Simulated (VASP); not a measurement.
Input of a VASP 6.6.1 run:

File INCAR:

```
SYSTEM = Ag
PREC = Accurate
ENCUT = 500
EDIFF = 1E-6
ISMEAR = 0
SIGMA = 0.15
LREAL = .FALSE.
LASPH = .TRUE.
NELM = 120
ALGO = Normal
ISIF = 2
LWAVE = .FALSE.
LCHARG = .FALSE.
GGA = PS
NBANDS = 30
GGA_COMPAT = .FALSE.
```

KPOINTS

```
regular mesh
0
G
  20 14 12
  0 0 0
```

POSCAR

```
Ag
1.0
   -2.8670626684      0.0000000000      0.0000000000
    0.0000000000      0.0000000000     -4.6907149289
    0.0000000000     -4.9658982101      0.0000000000
Ag
4
Direct
    0.5000000000      0.7500000000      0.1666666667
    0.0000000000      0.7500000000      0.6666666667
    0.0000000000      0.2500000000      0.3333333333
    0.5000000000      0.2500000000      0.8333333333
```

Potentials or basis: VASP PAW PBE potentials, release 64 (Ag).

Command:

```console
$ cat potpaw_PBE.64/Ag/POTCAR > POTCAR
$ mpirun -np 1 vasp_std > vasp.out
```

Problem. Predict the pressure.

Solution. -0.2 GPa.

Problem. Predict the band gap on the k mesh.

Solution. Zero (bands 22 and 23 overlap by 5.11 eV).

Forces in eV/Å, atoms in the order of the input:
```
Ag   0.000  0.002  0.000
Ag   0.000  0.002  0.000
Ag   0.000 -0.002  0.000
Ag   0.000 -0.002  0.000
```

Caveat: the PAW data sets were made with another functional, which shifts forces and pressure a little.
